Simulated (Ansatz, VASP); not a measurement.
## Two plane-wave programs on Pd

```
Pd
1.0
     0.00000    1.94650    1.94650
     1.94650    0.00000    1.94650
     1.94650    1.94650    0.00000
Pd
1
Direct
  0.00000 0.00000 0.00000
```

Alike in both runs: task relaxation of cell and atoms; functional PBE0; k mesh 6 × 6 × 6; occupations fermi-dirac, width 0.05 eV; no spin polarisation.

```csv
,VASP,Ansatz
version,VASP 6.6.1,Ansatz 0.2.0
potentials or method,"VASP PAW PBE potentials, release 64 (Pd)",Ansatz PAW
plane-wave cutoff (eV),600,420
valence electrons in the cell,10,18
```

|  | VASP | Ansatz | Ansatz less VASP |
| --- | --- | --- | --- |
| gap on the k mesh at the Fermi level, each at its own relaxed structure (eV) | none | none | - |
| relaxed volume (Å³/atom) | 14.71 | 14.71 | -0.004 |
| relaxed cell length with the largest relative difference (Å) | 2.750 | 2.750 | -0.0003 |

A gap of «none» marks a metal or a gap that the smearing closes. VASP's potentials hold 10 valence electrons a cell and Ansatz's 18, so a difference there can come from the potentials and not from the codes.

The k mesh is coarse, so the values compare programs but aren't converged. Noted on Ansatz's run: the plane-wave basis is chosen anew once the cell has moved, so the energies of steps on either side of that aren't comparable.
